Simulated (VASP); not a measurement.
# MgO (P-6m2) in VASP: settings compared, part 2 of 2

VASP 6.6.1. The steps go on from the part before.

### 3 Single point, r2SCAN

This run uses another cell than the first one, of 9.65 Å³/atom.

The input, POSCAR:

```
MgO
1.0
    2.9013539006      0.0000000000      0.0000000000
   -1.4506769503      2.5126461833      0.0000000000
    0.0000000000      0.0000000000      2.6484817647
Mg O
1 1
Direct
    0.0000000000      0.0000000000      0.0000000000
    0.3333333333      0.6666666667      0.5000000000
```

The input, INCAR.step1:

```
ALGO = Normal
EDIFF = 1E-5
ENCUT = 660
GGA = PE
GGA_COMPAT = False
ISMEAR = -1
LASPH = True
LCHARG = False
LREAL = False
LWAVE = True
NBANDS = 11
NELM = 120
PREC = Accurate
SIGMA = 0.05
```

The input, INCAR.step2:

```
ALGO = Normal
EDIFF = 1E-6
ENCUT = 660
GGA_COMPAT = False
ISIF = 2
ISMEAR = -1
ISTART = 1
LASPH = True
LCHARG = True
LELF = True
LMIXTAU = True
LREAL = False
LVHAR = True
LWAVE = False
METAGGA = R2SCAN
NBANDS = 11
NELM = 120
PREC = Accurate
SIGMA = 0.05
```

The input, KPOINTS:

```
k-points
0
Gamma
  10 10 10
```

Potentials or basis: VASP PAW PBE potentials, release 64 (Mg, O).

The run is started by

```sh
cat potpaw_PBE.64/Mg/POTCAR potpaw_PBE.64/O/POTCAR > POTCAR
cp INCAR.step1 INCAR
mpirun -np 1 vasp_std > vasp.out
cp INCAR.step2 INCAR
mpirun -np 1 vasp_std > vasp.out
```

OUTCAR:

```text
EDIFF = 1E-6
   ENCUT = 660
   ISIF = 2
   ISMEAR = -1
   ISTART = 1
   LASPH = True
   LREAL = False
   METAGGA = R2SCAN
   NELM = 120
   PREC = Accurate

 ion  position               nearest neighbor table
   1  0.000  0.000  0.000-   2 2.14   2 2.14   2 2.14   2 2.14   2 2.14   2 2.14
   2  0.333  0.667  0.500-   1 2.14   1 2.14   1 2.14   1 2.14   1 2.14   1 2.14

  LATTYP: Found a hexagonal cell.
 ALAT       =     2.9013539006
 C/A-ratio  =     0.9128434019

  Lattice vectors:

 A1 = (   2.9013539006,   0.0000000000,   0.0000000000)
 A2 = (  -1.4506769503,   2.5126461833,   0.0000000000)
 A3 = (   0.0000000000,   0.0000000000,   2.6484817647)

Analysis of symmetry for initial positions (statically):
=====================================================================
 Subroutine PRICEL returns:
 Original cell was already a primitive cell.

 Routine SETGRP: Setting up the symmetry group for a
 hexagonal supercell.

 Subroutine GETGRP returns: Found 12 space group operations
 (whereof 12 operations were pure point group operations)
 out of a pool of 24 trial point group operations.

The static configuration has the point symmetry D_3h.

Analysis of symmetry for dynamics (positions and initial velocities):
=====================================================================
 Subroutine PRICEL returns:
 Original cell was already a primitive cell.

 Routine SETGRP: Setting up the symmetry group for a
 hexagonal supercell.

 Subroutine GETGRP returns: Found 12 space group operations
 (whereof 12 operations were pure point group operations)
 out of a pool of 24 trial point group operations.

The dynamic configuration has the point symmetry D_3h.

 Subroutine INISYM returns: Found 12 space group operations
 (whereof 12 operations are pure point group operations),
 and found     1 'primitive' translations

----------------------------------------------------------------------------------------

                                     Primitive cell

  volume of cell :      19.3076

  direct lattice vectors                    reciprocal lattice vectors
     2.901353901  0.000000000  0.000000000     0.344666674  0.198993397  0.000000000
    -1.450676950  2.512646183  0.000000000     0.000000000  0.397986794  0.000000000
     0.000000000  0.000000000  2.648481765     0.000000000  0.000000000  0.377574810

  length of vectors
     2.901353901  2.901353901  2.648481765     0.397986794  0.397986794  0.377574810

  position of ions in fractional coordinates (direct lattice)
     0.000000000  0.000000000  0.000000000
     0.333333333  0.666666667  0.500000000

  ion indices of the primitive-cell ions
   primitive index   ion index
                 1           1
                 2           2

----------------------------------------------------------------------------------------

 KPOINTS: k-points

Automatic generation of k-mesh.
 Grid dimensions read from file:
 generate k-points for:   10   10   10

 Generating k-lattice:

  Cartesian coordinates                     Fractional coordinates (reciprocal lattice)
     0.034466667  0.019899340  0.000000000     0.100000000  0.000000000  0.000000000
     0.000000000  0.039798679  0.000000000     0.000000000  0.100000000  0.000000000
     0.000000000  0.000000000  0.037757481     0.000000000  0.000000000  0.100000000

  Length of vectors
     0.039798679  0.039798679  0.037757481

  Shift w.r.t. Gamma in fractional coordinates (k-lattice)
     0.000000000  0.000000000  0.000000000

 Subroutine IBZKPT returns following result:
 ===========================================

 Found     84 irreducible k-points:

 Following reciprocal coordinates:
            Coordinates               Weight
  0.000000  0.000000  0.000000      1.000000
  0.100000  0.000000  0.000000      6.000000
  0.200000  0.000000  0.000000      6.000000
  0.300000  0.000000  0.000000      6.000000
  0.400000  0.000000  0.000000      6.000000
  0.500000  0.000000  0.000000      3.000000
[... 16 lines left out ...]
  0.300000  0.100000  0.100000     24.000000
  0.400000  0.100000  0.100000     24.000000
 [... further k-points ...]
   k-points           NKPTS =     84   k-points in BZ     NKDIM =     84   number of bands    NBANDS=     11
   number of dos      NEDOS =    301   number of ions     NIONS =      2
   total plane-waves  NPLWV =  13824
   dimension x,y,z NGX =    24 NGY =   24 NGZ =   24
   dimension x,y,z NGXF=    48 NGYF=   48 NGZF=   48
   ions per type =               1   1
   NGX,Y,Z   is equivalent  to a cutoff of  13.75, 13.75, 15.06 a.u.
   NGXF,Y,Z  is equivalent  to a cutoff of  27.50, 27.50, 30.13 a.u.
 SYSTEM =  unknown system
   PREC   = accura    normal or accurate (medium, high low for compatibility)
   ISTART =      1    job   : 0-new  1-cont  2-samecut
   ICHARG =      0    charge: 1-file 2-atom 10-const
   ISPIN  =      1    spin polarized calculation?
   LNONCOLLINEAR =      F non collinear calculations
   LSORBIT =      F    spin-orbit coupling
   LASPH  =      T    aspherical Exc in radial PAW
   ENCUT  =  660.0 eV  48.51 Ry    6.96 a.u.   6.08  6.08  5.55*2*pi/ulx,y,z
   NELM   =    120;   NELMIN=  2; NELMDL=  0     # of ELM steps
   EDIFF  = 0.1E-05   stopping-criterion for ELM
   LREAL  =      F    real-space projection
[... 7 lines left out ...]
   TEBEG  =    0.0;   TEEND  =   0.0 temperature during run
   PSTRESS=    0.0 pullay stress
   NELECT =       8.0000    total number of electrons
   NUPDOWN=      -1.0000    fix difference up-down
   EMIN   =  10.00;   EMAX   =-10.00  energy-range for DOS
   EFERMI =   0.00;   METHOD = LEGACY
   ISMEAR =    -1;   SIGMA  =   0.05  broadening in eV -4-tet -1-fermi 0-gaus
   EFERMI_NEDOS =   21; number of points for ismear=-14 and -15
   IALGO  =     38    algorithm
   IMIX   =      4    mixing-type and parameters
     AMIX     =   0.40;   BMIX     =  1.00
     AMIX_MAG =   1.60;   BMIX_MAG =  1.00
  volume/ion in A,a.u.               =       9.65        65.15
  Fermi-wavevector in a.u.,A,eV,Ry     =   1.220474  2.306361 20.266646  1.489556
  Thomas-Fermi vector in A             =   2.355690
   LORBIT       =      0    0 simple, 1 ext, 2 COOP (PROOUT), +10 PAW based schemes
   METAGGA = R2SCAN    functional components
   LHFCALC =     F    Hartree Fock is set to
   AEXX    =    0.0000 exact exchange contribution
   IVDW    =     0    specifies the selected vdW correction
   LEPSILON=     F    determine dielectric tensor
   LRPA    =     F    only Hartree local field effects (RPA)
 non-spin polarized calculation
  energy-cutoff  :      660.00
  volume of cell :       19.31
 maximum number of plane-waves:       758
   NGX = 13   NGY = 13   NGZ = 11

 number of electron       7.9999998 magnetization

 Free energy of the ion-electron system (eV)
  ---------------------------------------------------
  ext. energy  EPLUGINS =         0.00000000
  ---------------------------------------------------
  free energy    TOTEN  =       -15.41870800 eV

  energy without entropy =      -15.41870800  energy(sigma->0) =      -15.41870800

 E-fermi :   4.3410     XC(G=0): -11.3990

 val. band max:        3.2061256695   @ k =   0.3000   0.3000   0.0000
 cond. band min:       7.2709614506   @ k =   0.0000   0.0000   0.0000
 fundamental gap:      4.0648357811
 Fermi energy:         4.3409877831

 k-point     1 :       0.0000    0.0000    0.0000
  band No.  band energies     occupation
      1     -15.3689      2.00000
      2       2.5722      2.00000
      3       2.5722      2.00000
      4       2.7929      2.00000
      5       7.2710      0.00000
      6      16.2347      0.00000
      7      20.1292      0.00000
      8      20.1292      0.00000
      9      24.7705      0.00000
     10      26.0247      0.00000
     11      27.7810      0.00000

 k-point     2 :       0.1000    0.0000    0.0000
  band No.  band energies     occupation
      1     -15.2776      2.00000
      2       1.9319      2.00000
      3       2.4935      2.00000
      4       2.8265      2.00000
      5       7.8743      0.00000
      6      16.2803      0.00000
      7      19.1379      0.00000
      8      20.4259      0.00000
      9      25.8031      0.00000
     10      26.0182      0.00000
     11      27.9181      0.00000
[... 295 lines left out ...]
 k-point    24 :       0.4000    0.1000    0.1000
  band No.  band energies     occupation
      1     -14.2234      2.00000
      2      -1.5313      2.00000
      3       1.5080      2.00000
      4       2.7021      2.00000
      5      11.3177      0.00000
      6      15.1424      0.00000
      7      18.0621      0.00000
      8      22.0517      0.00000
      9      22.7166      0.00000
     10      27.5768      0.00000
     11      28.9432      0.00000

 [... further k-points ...]
[... 5 lines left out ...]
  --------------------------------------------------------------------------------------
  -------------------------------------------------------------------------------------
  Total       -0.1410465     -0.1410465     -0.1698632     -0.0000000      0.0000000      0.0000000
  in kB      -11.7042591    -11.7042591    -14.0955121     -0.0000000      0.0000000      0.0000000
  external PRESSURE =     -12.5013434 kB  Pullay stress =       0.0000000 kB

 VOLUME and BASIS-vectors are now :
 -----------------------------------------------------------------------------
  energy-cutoff  :      660.00
  volume of cell :       19.31
      direct lattice vectors                 reciprocal lattice vectors
     2.901353901  0.000000000  0.000000000     0.344666674  0.198993397  0.000000000
    -1.450676950  2.512646183  0.000000000     0.000000000  0.397986794  0.000000000
     0.000000000  0.000000000  2.648481765     0.000000000  0.000000000  0.377574810

 POSITION                                       TOTAL-FORCE (eV/Angst)
 -----------------------------------------------------------------------------------
      0.00000      0.00000      0.00000         0.000000     -0.000000      0.000000
     -0.00000      1.67510      1.32424        -0.000000      0.000000      0.000000
 -----------------------------------------------------------------------------------
    total drift:                                0.000000     -0.000000     -0.000000

  FREE ENERGIE OF THE ION-ELECTRON SYSTEM (eV)
  ---------------------------------------------------
  free  energy   TOTEN  =       -15.4187079990 eV

  energy  without entropy=      -15.4187079990  energy(sigma->0) =      -15.41870800
```

OSZICAR.step1:

```text
N       E                     dE             d eps       ncg     rms          rms(c)
DAV:   1     0.242940990692E+02    0.24294E+02   -0.52185E+03  1960   0.788E+02
DAV:   2    -0.119798076052E+02   -0.36274E+02   -0.34826E+02  2111   0.158E+02
DAV:   3    -0.129816278151E+02   -0.10018E+01   -0.10008E+01  2252   0.240E+01
DAV:   4    -0.129843764327E+02   -0.27486E-02   -0.27486E-02  2019   0.140E+00
DAV:   5    -0.129843857821E+02   -0.93495E-05   -0.93494E-05  2184   0.804E-02    0.739E+00
DAV:   6    -0.112743624684E+02    0.17100E+01   -0.95589E+00  1866   0.168E+01    0.234E+00
DAV:   7    -0.112429747847E+02    0.31388E-01   -0.67046E-02  2019   0.236E+00    0.139E+00
DAV:   8    -0.112262823019E+02    0.16692E-01   -0.34943E-02  1902   0.205E+00    0.256E-01
DAV:   9    -0.112260055231E+02    0.27678E-03   -0.27096E-04  2192   0.121E-01    0.186E-01
DAV:  10    -0.112259143490E+02    0.91174E-04   -0.73020E-04  1926   0.212E-01    0.121E-02
DAV:  11    -0.112259126024E+02    0.17466E-05   -0.10253E-05  1380   0.233E-02
   1 F= -.11225913E+02 E0= -.11225913E+02  d E =-.467624E-10
```

It took 24 s on 1 thread of Intel Xeon 6975P-C (Granite Rapids), shared host; peak memory 0.16 GiB.

What came out:

* Free energy: -15.4187 eV
* Pressure: -1.3 GPa
* Band gap on the k mesh: 4.06 eV (least direct gap 4.48 eV)

Caveat: the PAW data sets were made with another functional, which shifts forces and pressure a little.

### 4 Single point, r2SCAN+D4

This run uses another cell than the first one, of 9.58 Å³/atom.

The input, POSCAR:

```
MgO
1.0
    2.8939132287      0.0000000000      0.0000000000
   -1.4469566144      2.5062023724      0.0000000000
    0.0000000000      0.0000000000      2.6427347981
Mg O
1 1
Direct
    0.0000000000      0.0000000000      0.0000000000
    0.3333333333      0.6666666667      0.5000000000
```

The input, INCAR.step1:

```
SYSTEM = MgO
PREC     = Accurate       ! precision mode
ENCUT    = 660            ! plane-wave cutoff, eV
ISMEAR   = -1             ! smearing method
SIGMA    = 0.05           ! smearing width, eV
LREAL    = .False.        ! projectors in reciprocal space
LASPH    = .True.         ! aspherical terms in the spheres
NELM     = 120            ! most SCF steps
NBANDS   = 11             ! bands
GGA      = PE             ! functional
ALGO     = Normal         ! electronic algorithm
EDIFF    = 1E-5           ! SCF threshold, eV
LWAVE    = .True.         ! write WAVECAR
LCHARG   = .False.        ! write CHGCAR
GGA_COMPAT= .False.
```

The input, INCAR.step2:

```
SYSTEM = MgO
PREC     = Accurate       ! precision mode
ENCUT    = 660            ! plane-wave cutoff, eV
EDIFF    = 1E-6           ! SCF threshold, eV
ISMEAR   = -1             ! smearing method
SIGMA    = 0.05           ! smearing width, eV
LREAL    = .False.        ! projectors in reciprocal space
LASPH    = .True.         ! aspherical terms in the spheres
NELM     = 120            ! most SCF steps
ALGO     = Normal         ! electronic algorithm
ISIF     = 2              ! what is computed and relaxed
LWAVE    = .False.        ! write WAVECAR
LCHARG   = .False.        ! write CHGCAR
METAGGA  = R2SCAN         ! meta-GGA
LMIXTAU  = .True.       
IVDW     = 13             ! dispersion correction
VDW_S6   = 1.0          
VDW_S8   = 0.6018749    
VDW_A1   = 0.51559235   
VDW_A2   = 5.77342911   
NBANDS   = 11             ! bands
ISTART   = 1            
GGA_COMPAT= .False.
```

The input, KPOINTS:

```
regular mesh
0
Gamma
  10 10 10
  0 0 0
```

The run is started by

```sh
cat potpaw_PBE.64/Mg/POTCAR potpaw_PBE.64/O/POTCAR > POTCAR
cp INCAR.step1 INCAR
mpirun -np 1 vasp_std > vasp.out
cp INCAR.step2 INCAR
mpirun -np 1 vasp_std > vasp.out
```

Run time: 25 s. Hardware: 1 thread of Intel Xeon 6975P-C (Granite Rapids), shared host; peak memory 0.16 GiB.

It converged, with:

| Item | Value |
| --- | --- |
| Free energy | -15.5464 eV |
| Pressure | -1.3 GPa |
| Band gap on the k mesh | 4.13 eV (least direct gap 4.54 eV) |
| Dispersion energy per atom | -0.064 eV |

Stress tensor (GPa, compression positive):
```
-1.17  0.00  0.00
 0.00 -1.17  0.00
 0.00  0.00 -1.42
```

Levels at points of the mesh, in eV from the valence-band top:
```
           k point  band 1  band 2  band 3  band 4  band 5  band 6  band 7  band 8  band 9
(0.00, 0.00, 0.00)  -18.61   -0.63   -0.63   -0.42    4.13   13.06   17.00   17.00   21.66
(0.50, 0.00, 0.00)  -17.51   -5.08   -1.39   -0.04    7.65   12.16   14.46   19.74   20.40
(0.00, 0.00, 0.50)  -17.48   -5.55   -0.09   -0.09    9.61   10.30   18.94   18.94   19.98
(0.50, 0.00, 0.50)  -16.70   -3.93   -3.55   -0.89    6.76   12.72   15.82   16.64   16.68
```

Caveat: the PAW data sets were made with another functional, which shifts forces and pressure a little. A k mesh can miss the band edges.

### 5 Overview

```csv
level,cell,gap on the mesh (eV),pressure (GPa)
r2SCAN+D3(BJ),"a = 2.886, b = 2.886, c = 2.637 Å, angles 90.0, 90.0, 120.0°, 2 atoms",4.19,-1.3
r2SCAN,"a = 2.901, b = 2.901, c = 2.648 Å, angles 90.0, 90.0, 120.0°, 2 atoms",4.06,-1.3
r2SCAN+D4,"a = 2.894, b = 2.894, c = 2.643 Å, angles 90.0, 90.0, 120.0°, 2 atoms",4.13,-1.3
```

Alike in all rows: task single point; potentials or basis VASP PAW PBE potentials, release 64 (Mg, O); no spin polarisation; k mesh 10 × 10 × 10; cutoff (eV) 660; smearing fermi-dirac 0.05 eV.

Caveats: the PAW data sets were made with another functional, which shifts forces and pressure a little.

Absolute energies hang on the potentials; compare differences alone.
